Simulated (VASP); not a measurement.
# H3C2N in VASP: single point with PBE+D3(BJ)

Aim: the single point of H3C2N with PBE+D3(BJ).

Everything below comes from runs of VASP 6.6.1. Logs are shortened: lines on timing, memory, paths and dates and some standing lists are left out, and cuts for length are marked.

## Step 1: The cell of the first run

The cell holds a disordered packing, 36 atoms: a = 8.312 Å, b = 8.312 Å, c = 8.312 Å, α = 90.00°, β = 90.00°, γ = 90.00°.

## Step 2: Single point, PBE+D3(BJ)

Input file INCAR:

```
SYSTEM = H3C2N
ALGO     = Normal         ! electronic algorithm
EDIFF    = 1E-6           ! SCF threshold, eV
ENCUT    = 1000           ! plane-wave cutoff, eV
GGA      = PE             ! functional
GGA_COMPAT= .False.      
ISIF     = 2              ! what is computed and relaxed
ISMEAR   = -1             ! smearing method
IVDW     = 12             ! dispersion correction
LASPH    = .True.         ! aspherical terms in the spheres
LCHARG   = .False.        ! write CHGCAR
LREAL    = Auto         
LWAVE    = .False.        ! write WAVECAR
NBANDS   = 72             ! bands
NELM     = 120            ! most SCF steps
PREC     = Accurate       ! precision mode
SIGMA    = 0.05           ! smearing width, eV
```

Input file KPOINTS:

```
k-points
0
Gamma
  1 1 1
  0 0 0
```

Input file POSCAR:

```
H3C2N
1.0
    8.3116590000      0.0000000000      0.0000000000
    0.0000000000      8.3116590000      0.0000000000
    0.0000000000      0.0000000000      8.3116590000
C N H
12 6 18
Direct
    1.0167335656      0.1370374623      0.4183577082
    0.9677397670      0.1894878392      0.5775282098
    0.4601996757      0.7923788818      0.2961923049
    0.4265573720      0.6397766206      0.3744775907
    0.1397542604      0.7812724171      0.6715645938
    0.2064836616      0.7313848129      0.8247742260
    0.4255237966      0.3305327594      0.7814253999
    0.4096127556      0.1996841055      0.6667754725
    0.7669280179      0.4675496569      0.1145026081
    0.8466578798      0.5985058650      0.1987112570
    0.7826969297      0.9872287073      0.9860844378
    0.7323823235      0.8511836676      0.8889410396
    0.9313553673      0.2300897103      0.7062594837
    0.3971809959      0.5172399584      0.4359436674
    0.2603194534      0.6928041859      0.9480112182
    0.3947939339      0.0947299982      0.5752281176
    0.9072464077      0.7057790508      0.2652045641
    0.6949335980      0.7406628850      0.8118440728
    0.9675313889      0.2184373300      0.3267285661
    1.1487804188      0.1390068756      0.4111438073
    0.9738981381      0.0140695009      0.3950779679
    0.4306845937      0.8926292887      0.3781820175
    0.5897073422      0.7993396975      0.2660617330
    0.3890488548      0.7988961499      0.1838555006
    0.2143735650      0.8796236588      0.6222789348
    0.1386235265      0.6794433504      0.5857882908
    0.0147124139      0.8240106252      0.6884398253
    0.4705760268      0.2846129298      0.8969893407
    0.5079285997      0.4226230264      0.7343930828
    0.3079455048      0.3871621342      0.8018046262
    0.6925510351      0.5179188160      0.0174925553
    0.8561602070      0.3868931994      0.0593411507
    0.6899072481      0.4003994009      0.1985181103
    0.8225452950      1.0862640741      0.9075768947
    0.6824162155      1.0281839587      1.0620370031
    0.8819545644      0.9493603993      1.0647703209
```

Potentials or basis: VASP PAW PBE potentials, release 64 (C_h, N_h, H_h).

Command:

```sh
$ cat potpaw_PBE.64/C_h/POTCAR potpaw_PBE.64/N_h/POTCAR potpaw_PBE.64/H_h/POTCAR > POTCAR
$ mpirun -np 1 vasp_gam > vasp.out
```

OUTCAR:

```text
SYSTEM = H3C2N
   EDIFF = 1E-6
   ENCUT = 1000
   GGA = PE
   ISIF = 2
   ISMEAR = -1
   IVDW = 12
   LASPH = .True.
   LREAL = Auto
   NELM = 120
   PREC = Accurate
 IVDW          = 12

 ion  position               nearest neighbor table
   1  0.017  0.137  0.418-  19 1.10  20 1.10  21 1.10   2 1.45
   2  0.968  0.189  0.578-  13 1.16   1 1.45
   3  0.460  0.792  0.296-  22 1.10  24 1.11  23 1.11   4 1.45
   4  0.427  0.640  0.374-  14 1.17   3 1.45
   5  0.140  0.781  0.672-  25 1.10  26 1.11  27 1.11   6 1.45
   6  0.206  0.731  0.825-  15 1.16   5 1.45
   7  0.426  0.331  0.781-  30 1.10  29 1.10  28 1.10   8 1.45
   8  0.410  0.200  0.667-  16 1.16   7 1.45
   9  0.767  0.468  0.115-  31 1.10  33 1.10  32 1.10  10 1.45
  10  0.847  0.599  0.199-  17 1.16   9 1.45
  11  0.783  0.987  0.986-  36 1.10  35 1.10  34 1.10  12 1.45
  12  0.732  0.851  0.889-  18 1.16  11 1.45
  13  0.931  0.230  0.706-   2 1.16
  14  0.397  0.517  0.436-   4 1.17
  15  0.260  0.693  0.948-   6 1.16
  16  0.395  0.095  0.575-   8 1.16
  17  0.907  0.706  0.265-  10 1.16
  18  0.695  0.741  0.812-  12 1.16
[... 16 lines left out ...]
  35  0.682  0.028  0.062-  11 1.10
  36  0.882  0.949  0.065-  11 1.10

  LATTYP: Found a simple cubic cell.
 ALAT       =     8.3116590000

  Lattice vectors:

 A1 = (   8.3116590000,   0.0000000000,   0.0000000000)
 A2 = (   0.0000000000,   8.3116590000,   0.0000000000)
 A3 = (   0.0000000000,   0.0000000000,   8.3116590000)

Analysis of symmetry for initial positions (statically):
=====================================================================
 Subroutine PRICEL returns:
 Original cell was already a primitive cell.

 Routine SETGRP: Setting up the symmetry group for a
 simple cubic supercell.

 Subroutine GETGRP returns: Found  1 space group operations
 (whereof  1 operations were pure point group operations)
 out of a pool of 48 trial point group operations.

The static configuration has the point symmetry C_1 .

Analysis of symmetry for dynamics (positions and initial velocities):
=====================================================================
 Subroutine PRICEL returns:
 Original cell was already a primitive cell.

 Routine SETGRP: Setting up the symmetry group for a
 simple cubic supercell.

 Subroutine GETGRP returns: Found  1 space group operations
 (whereof  1 operations were pure point group operations)
 out of a pool of 48 trial point group operations.

The dynamic configuration has the point symmetry C_1 .

 Subroutine INISYM returns: Found  1 space group operations
 (whereof  1 operations are pure point group operations),
 and found     1 'primitive' translations

----------------------------------------------------------------------------------------

                                     Primitive cell

  volume of cell :     574.2000

  direct lattice vectors                    reciprocal lattice vectors
     8.311659000  0.000000000  0.000000000     0.120312924  0.000000000  0.000000000
     0.000000000  8.311659000  0.000000000     0.000000000  0.120312924  0.000000000
     0.000000000  0.000000000  8.311659000     0.000000000  0.000000000  0.120312924

  length of vectors
     8.311659000  8.311659000  8.311659000     0.120312924  0.120312924  0.120312924

  position of ions in fractional coordinates (direct lattice)
     0.016733566  0.137037462  0.418357708
     0.967739767  0.189487839  0.577528210
     0.460199676  0.792378882  0.296192305
     0.426557372  0.639776621  0.374477591
     0.139754260  0.781272417  0.671564594
     0.206483662  0.731384813  0.824774226
[... 28 lines left out ...]
     0.682416215  0.028183959  0.062037003
     0.881954564  0.949360399  0.064770321

  ion indices of the primitive-cell ions
   primitive index   ion index
                 1           1
                 2           2
                 3           3
                 4           4
                 5           5
                 6           6
[... 28 lines left out ...]
                35          35
                36          36

----------------------------------------------------------------------------------------

 KPOINTS: k-points

Automatic generation of k-mesh.
 Grid dimensions read from file:
 generate k-points for:    1    1    1

 Generating k-lattice:

  Cartesian coordinates                     Fractional coordinates (reciprocal lattice)
     0.120312924  0.000000000  0.000000000     1.000000000  0.000000000  0.000000000
     0.000000000  0.120312924  0.000000000     0.000000000  1.000000000  0.000000000
     0.000000000  0.000000000  0.120312924     0.000000000  0.000000000  1.000000000

  Length of vectors
     0.120312924  0.120312924  0.120312924

  Shift w.r.t. Gamma in fractional coordinates (k-lattice)
     0.000000000  0.000000000  0.000000000

 Subroutine IBZKPT returns following result:
 ===========================================

 Found      1 irreducible k-points:

 Following reciprocal coordinates:
            Coordinates               Weight
  0.000000  0.000000  0.000000      1.000000
   k-points           NKPTS =      1   k-points in BZ     NKDIM =      1   number of bands    NBANDS=     72
   number of dos      NEDOS =    301   number of ions     NIONS =     36
   total plane-waves  NPLWV = 729000
   dimension x,y,z NGX =    90 NGY =   90 NGZ =   90
   dimension x,y,z NGXF=   180 NGYF=  180 NGZF=  180
   ions per type =              12   6  18
   NGX,Y,Z   is equivalent  to a cutoff of  18.00, 18.00, 18.00 a.u.
   NGXF,Y,Z  is equivalent  to a cutoff of  36.00, 36.00, 36.00 a.u.
 SYSTEM =  H3C2N
   PREC   = accura    normal or accurate (medium, high low for compatibility)
   ISTART =      0    job   : 0-new  1-cont  2-samecut
   ICHARG =      2    charge: 1-file 2-atom 10-const
   ISPIN  =      1    spin polarized calculation?
   LNONCOLLINEAR =      F non collinear calculations
   LSORBIT =      F    spin-orbit coupling
   LASPH  =      T    aspherical Exc in radial PAW
   ENCUT  = 1000.0 eV  73.50 Ry    8.57 a.u.  21.43 21.43 21.43*2*pi/ulx,y,z
   NELM   =    120;   NELMIN=  2; NELMDL= -5     # of ELM steps
   EDIFF  = 0.1E-05   stopping-criterion for ELM
   LREAL  =      T    real-space projection
   EDIFFG = 0.1E-04   stopping-criterion for IOM
   NSW    =      0    number of steps for IOM
   IBRION =     -1    ionic relax: 0-MD 1-quasi-New 2-CG
   NFREE  =      0    steps in history (QN), initial steepest desc. (CG)
   ISIF   =      2    stress and relaxation
   ISYM   =      2    0-nonsym 1-usesym 2-fastsym
   POTIM  = 0.5000    time-step for ionic-motion
   TEBEG  =    0.0;   TEEND  =   0.0 temperature during run
   PSTRESS=    0.0 pullay stress
   NELECT =      96.0000    total number of electrons
   NUPDOWN=      -1.0000    fix difference up-down
   EMIN   =  10.00;   EMAX   =-10.00  energy-range for DOS
   EFERMI =   0.00;   METHOD = LEGACY
   ISMEAR =    -1;   SIGMA  =   0.05  broadening in eV -4-tet -1-fermi 0-gaus
   EFERMI_NEDOS =   21; number of points for ismear=-14 and -15
   IALGO  =     38    algorithm
   IMIX   =      4    mixing-type and parameters
     AMIX     =   0.40;   BMIX     =  1.00
     AMIX_MAG =   1.60;   BMIX_MAG =  1.00
  volume/ion in A,a.u.               =      15.95       107.64
  Fermi-wavevector in a.u.,A,eV,Ry     =   0.901871  1.704288 11.066577  0.813370
  Thomas-Fermi vector in A             =   2.025004
   LORBIT       =      0    0 simple, 1 ext, 2 COOP (PROOUT), +10 PAW based schemes
   GGA     = PE    functional components
   LHFCALC =     F    Hartree Fock is set to
   AEXX    =    0.0000 exact exchange contribution
   IVDW    =    12    specifies the selected vdW correction
   LEPSILON=     F    determine dielectric tensor
   LRPA    =     F    only Hartree local field effects (RPA)
 non-spin polarized calculation
  energy-cutoff  :     1000.00
  volume of cell :      574.20
 maximum number of plane-waves:     20674
 NGX is ok and might be reduce to    90
   NGX = 43   NGY = 43   NGZ = 43

 number of electron      96.0000000 magnetization

 Free energy of the ion-electron system (eV)
  ---------------------------------------------------
  ext. energy  EPLUGINS =         0.00000000
  ---------------------------------------------------
  free energy    TOTEN  =      -221.92085899 eV

  energy without entropy =     -221.92085899  energy(sigma->0) =     -221.92085899

 E-fermi :  -3.4488     XC(G=0):  -5.8839

 val. band max:       -4.6749820094   @ k =   0.0000   0.0000   0.0000
 cond. band min:       1.5234301397   @ k =   0.0000   0.0000   0.0000
 fundamental gap:      6.1984121491
 Fermi energy:        -3.4488340682

 k-point     1 :       0.0000    0.0000    0.0000
  band No.  band energies     occupation
      1     -19.7776      2.00000
      2     -19.7563      2.00000
      3     -19.6119      2.00000
      4     -19.5928      2.00000
      5     -19.4104      2.00000
      6     -19.3055      2.00000
[... 52 lines left out ...]
     59       2.8984      0.00000
     60       2.9546      0.00000
 [bands above 60 left out]

------------------------ aborting loop because EDIFF is reached ----------------------------------------

 Edisp (eV)   -1.44096

 E8    (eV) :    -0.3406

  FORCE on cell =-STRESS in cart. coord.  units (eV):
  Direction    XX          YY          ZZ          XY          YZ          ZX
  --------------------------------------------------------------------------------------
  -------------------------------------------------------------------------------------
  Total      -2.19694    -2.41689    -2.24593    -0.58374    -0.86652    -0.07278
  in kB      -6.13006    -6.74381    -6.26678    -1.62879    -2.41784    -0.20309
  external pressure =       -6.38 kB  Pullay stress =        0.00 kB

 VOLUME and BASIS-vectors are now :
 -----------------------------------------------------------------------------
  energy-cutoff  :     1000.00
  volume of cell :      574.20
      direct lattice vectors                 reciprocal lattice vectors
     8.311659000  0.000000000  0.000000000     0.120312924  0.000000000  0.000000000
     0.000000000  8.311659000  0.000000000     0.000000000  0.120312924  0.000000000
     0.000000000  0.000000000  8.311659000     0.000000000  0.000000000  0.120312924

 POSITION                                       TOTAL-FORCE (eV/Angst)
 -----------------------------------------------------------------------------------
      0.13908      1.13901      3.47725        -0.009578      0.026878      0.024164
      8.04352      1.57496      4.80022         0.034767     -0.030684     -0.024766
      3.82502      6.58598      2.46185         0.098621     -0.029922     -0.079983
      3.54540      5.31761      3.11253        -0.034289     -0.130237      0.029966
      1.16159      6.49367      5.58182        -0.164830     -0.010716     -0.124785
      1.71622      6.07902      6.85524        -0.030242     -0.000223     -0.021265
[... 28 lines left out ...]
      5.67201      0.23426      0.51563         0.023774     -0.008638     -0.031242
      7.33051      7.89076      0.53835        -0.016423      0.020904     -0.012599
 -----------------------------------------------------------------------------------
    total drift:                               -0.001712     -0.003468      0.001925

  FREE ENERGIE OF THE ION-ELECTRON SYSTEM (eV)
  ---------------------------------------------------
  free  energy   TOTEN  =      -223.3618187023 eV

  energy  without entropy=     -223.3618187022  energy(sigma->0) =     -223.36181870
```

Run time: 3.8 min. Hardware: 1 thread of Intel Xeon Platinum 8259CL at 2.50GHz (Skylake/Cascade Lake), shared host; peak memory 1.2 GiB.

What came out:

* Free energy: -223.3618 eV
* Pressure: -0.6 GPa
* Largest force: 0.294 eV/Å
* Band gap on the k mesh: 6.20 eV
* Dispersion energy per atom: -0.040 eV

Forces in eV/Å, atoms in the order of the input:
```
C   -0.010  0.027  0.024
C    0.035 -0.031 -0.025
C    0.099 -0.030 -0.080
C   -0.034 -0.130  0.030
C   -0.165 -0.011 -0.125
C   -0.030  0.000 -0.021
C    0.019 -0.063 -0.053
C   -0.016 -0.074 -0.097
C    0.059  0.034  0.028
C    0.044  0.058  0.035
C   -0.037  0.002  0.003
C    0.010  0.026  0.019
N   -0.007  0.019 -0.007
N    0.065  0.244 -0.134
N   -0.008  0.002 -0.017
N    0.033  0.189  0.195
N   -0.082 -0.100 -0.066
N   -0.009 -0.015  0.003
H    0.002  0.000  0.005
H   -0.013 -0.001  0.001
H    0.003  0.000 -0.001
H    0.024 -0.101 -0.120
H   -0.250 -0.022  0.096
H    0.094  0.007  0.185
H   -0.117 -0.142  0.037
H    0.024  0.230  0.182
H    0.258 -0.117 -0.052
H    0.000  0.015 -0.054
H   -0.024 -0.038  0.020
H    0.025 -0.004 -0.006
H    0.005 -0.005  0.003
H   -0.025  0.033  0.021
H    0.024  0.014 -0.016
H   -0.003 -0.027  0.031
H    0.024 -0.009 -0.031
H   -0.016  0.021 -0.013
```

Caveat: the k points lie up to 0.76 Å⁻¹ apart.
